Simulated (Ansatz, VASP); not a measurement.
Si4B: VASP beside Ansatz

```
CELL_PARAMETERS angstrom
4.12633 0.00000 0.00000
0.00000 4.12633 0.00000
0.00000 0.00000 4.12633
ATOMIC_POSITIONS crystal
Si 0.00000 0.00000 0.00000
Si 0.50000 0.50000 0.00000
Si 0.50000 0.00000 0.50000
Si 0.00000 0.50000 0.50000
B 0.50000 0.50000 0.50000
```

Change from the starting cell: species swapped into the Ni4N type (Pm-3m, No. 221).

Alike in both runs: functional PBE; k mesh 10 × 10 × 10; occupations gaussian, width 0.1 eV; no spin polarisation.

Ansatz relaxed the structure, and its values are those at the end. VASP's run is a single point on that final structure, the one shown.

```csv
,VASP,Ansatz
version,VASP 6.6.1,Ansatz 0.2.0
potentials or method,"VASP PAW PBE potentials, release 64 (Si, B), cutoff 520 eV","scalar-relativistic, plane waves, PAW"
valence electrons in the cell,19,19
```

```tsv
	VASP	Ansatz	Ansatz less VASP
gap on the k mesh at the Fermi level (eV)	none	none	-
pressure (GPa)	0.0	0.0	+0.01
```

A gap of «none» marks a metal or a gap that the smearing closes. With one functional, cell and mesh, what is left measures potentials, basis and numerics.
